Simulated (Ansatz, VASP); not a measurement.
# One calculation of Si, two programs

File INCAR:

```
ALGO     = Normal         # electronic algorithm
EDIFF    = 1E-6           # SCF threshold, eV
ENCUT    = 520            # plane-wave cutoff, eV
GGA      = PE             # functional
ISIF     = 2              # what is computed and relaxed
ISMEAR   = -1             # smearing method
LASPH    = True           # aspherical terms in the spheres
LCHARG   = True           # write CHGCAR
LELF     = True           # ELF
LREAL    = False          # projectors in reciprocal space
LVHAR    = True         
LWAVE    = False          # write WAVECAR
NBANDS   = 8              # bands
NELM     = 80             # most SCF steps
PREC     = Accurate       # precision mode
SIGMA    = 0.08           # smearing width, eV
```

Contents of KPOINTS:

```
k-points
0
Gamma
  16 16 15
```

Contents of POSCAR:

```
Si
1.0
    2.3375225675      0.0000000000      0.0000000000
   -1.1687612837      2.0243539253      0.0000000000
    0.0000000000      0.0000000000      2.2291489091
Si
1
Direct
    0.0000000000      0.0000000000      0.0000000000
```

Input for Ansatz:

```yaml
crystal:
  lattice:
    - [2.3375225675, 0.0, 0.0]
    - [-1.1687612837, 2.0243539253, 0.0]
    - [0.0, 0.0, 2.2291489091]
  atoms:
    - { symbol: Si, position: [0.0, 0.0, 0.0] }
kpoints:
  mp_grid: { grid: [16, 16, 15] }
scf:
  occupations: { method: fermi_dirac, width: 0.08 }
hamiltonian:
  xc: pbe
  pseudopotentials: { kind: all_electron, lapw: { basis_error: 0.001 } }
output:
  forces: true
  stress: true
  eigenvalues: true
  populations: true
```

Change from the starting cell: volume scaled by 0.7, LAPW.

Alike in both runs: task single point; functional PBE; k mesh 16 × 16 × 15; occupations fermi-dirac, width 0.08 eV; no spin polarisation.

|  | VASP | Ansatz |
| --- | --- | --- |
| version | VASP 6.6.1 | Ansatz 0.2.0 |
| potentials or method | VASP PAW PBE potentials, release 64 (Si), cutoff 520 eV | all-electron LAPW, scalar-relativistic |

```tsv
	VASP	Ansatz	Ansatz less VASP
pressure (GPa)	84.0	84.0	+0.07
traceless stress, the component that is largest in VASP (GPa)	0.17	-0.07	-0.235
```

Both programs put the cell under a high pressure, so it lies far from rest at this level. Ansatz ran all-electron here, and VASP with PAW potentials.

Noted on VASP's run: the cell as given lies far from equilibrium.
